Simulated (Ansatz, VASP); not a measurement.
# Ag in VASP and in Ansatz

File INCAR:

```
SYSTEM = Ag
  PREC = Accurate
  ENCUT = 500
  EDIFF = 1E-6
  ISMEAR = 0
  SIGMA = 0.05
  LREAL = .False.
  LASPH = .True.
  NELM = 120
  ALGO = Normal
  ISIF = 2
  LWAVE = .False.
  LCHARG = .False.
  GGA = PE
  IVDW = 12
  NBANDS = 12
  GGA_COMPAT = .False.
```

KPOINTS

```
Automatic mesh
0
Gamma
  14 14 14
  0 0 0
```

File POSCAR:

```
Ag
1.0
    0.0000000000      2.0450007074      2.0450007074
    2.0450007074      0.0000000000      2.0450007074
    2.0450007074      2.0450007074      0.0000000000
Ag
1
Direct
    0.0000000000      0.0000000000      0.0000000000
```

Input for Ansatz:

```yaml
crystal:
  lattice:
    - [0.0, 2.0450007074, 2.0450007074]
    - [2.0450007074, 0.0, 2.0450007074]
    - [2.0450007074, 2.0450007074, 0.0]
  atoms:
    - { symbol: Ag, position: [0.0, 0.0, 0.0] }
basis:
  ecutwfc: 420
  ecutrho_ratio: 4
kpoints:
  mp_grid: { grid: [14, 14, 14] }
hamiltonian:
  xc: pbe
  dispersion: d3bj
scf:
  occupations: { method: gaussian, width: 0.05 }
output:
  forces: true
  stress: true
  write_density: true
  write_potential: true
  elf: true
  volumetric_format: npy
```

Alike in both runs: task single point; functional PBE; dispersion D3(BJ); k mesh 14 × 14 × 14; occupations gaussian, width 0.05 eV; no spin polarisation.

```csv
,VASP,Ansatz
version,VASP 6.6.1,Ansatz 0.2.0
potentials or method,"VASP PAW PBE potentials, release 64 (Ag), cutoff 500 eV","scalar-relativistic, plane waves, PAW"
valence electrons in the cell,11,19
```

```tsv
	VASP	Ansatz	Ansatz less VASP
gap on the k mesh at the Fermi level (eV)	none	none	-
pressure (GPa)	-1.6	-1.5	+0.11
```

A gap of «none» marks a metal or a gap that the smearing closes. VASP's potentials hold 11 valence electrons a cell and Ansatz's 19, so a difference there can come from the potentials and not from the codes.
